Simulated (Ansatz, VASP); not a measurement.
# LiF: VASP beside Ansatz

Contents of INCAR:

```
SYSTEM = LiF
  PREC = Accurate
  ENCUT = 520
  EDIFF = 1E-6
  ISMEAR = 0
  SIGMA = 0.05
  LREAL = .False.
  LASPH = .True.
  NELM = 60
  ALGO = Normal
  ISIF = 2
  LWAVE = .False.
  LCHARG = .True.
  LELF = .True.
  LVHAR = .True.
  NBANDS = 12
```

Contents of KPOINTS:

```
Automatic mesh
0
Gamma
  10 10 10
  0 0 0
```

The input POSCAR:

```
LiF
1.0
    2.4955446750      0.0000000000      0.0000000000
    0.0000000000      2.4955446750      0.0000000000
    0.0000000000      0.0000000000      2.4955446750
Li F
1 1
Direct
    0.0000000000      0.0000000000      0.0000000000
    0.5000000000      0.5000000000      0.5000000000
```

Input for Ansatz:

```yaml
crystal:
  lattice:
    - [2.495544675, 0.0, 0.0]
    - [0.0, 2.495544675, 0.0]
    - [0.0, 0.0, 2.495544675]
  atoms:
    - { symbol: Li, position: [0.0, 0.0, 0.0] }
    - { symbol: F, position: [0.5, 0.5, 0.5] }
basis:
  ecutwfc: 420
kpoints:
  mp_grid: { grid: [10, 10, 10] }
hamiltonian:
  xc: lda
scf:
  occupations: { method: gaussian, width: 0.05 }
output:
  forces: true
  stress: true
  eigenvalues: true
```

Change from the starting cell: strain -0.025 along x and y, -0.025 along z, atoms carried along.

Alike in both runs: task single point; functional LDA; k mesh 10 × 10 × 10; occupations gaussian, width 0.05 eV; no spin polarisation.

|  | VASP | Ansatz |
| --- | --- | --- |
| version | VASP 6.6.1 | Ansatz 0.2.0 |
| potentials or method | VASP PAW LDA potentials, release 64 (Li_sv, F), cutoff 520 eV | scalar-relativistic, plane waves, PAW |
| valence electrons in the cell | 10 | 10 |

|  | VASP | Ansatz | Ansatz less VASP |
| --- | --- | --- | --- |
| gap on the k mesh at the Fermi level (eV) | 7.96 | 7.96 | +0.001 |
| least direct gap on the mesh (eV) | 8.73 | 8.73 | -0.001 |

LDA's correlation is that of Perdew and Zunger in VASP and of Perdew and Wang (1992) in Ansatz.

Noted on VASP's run: the cutoff is short for stress, so the pressure is rough.
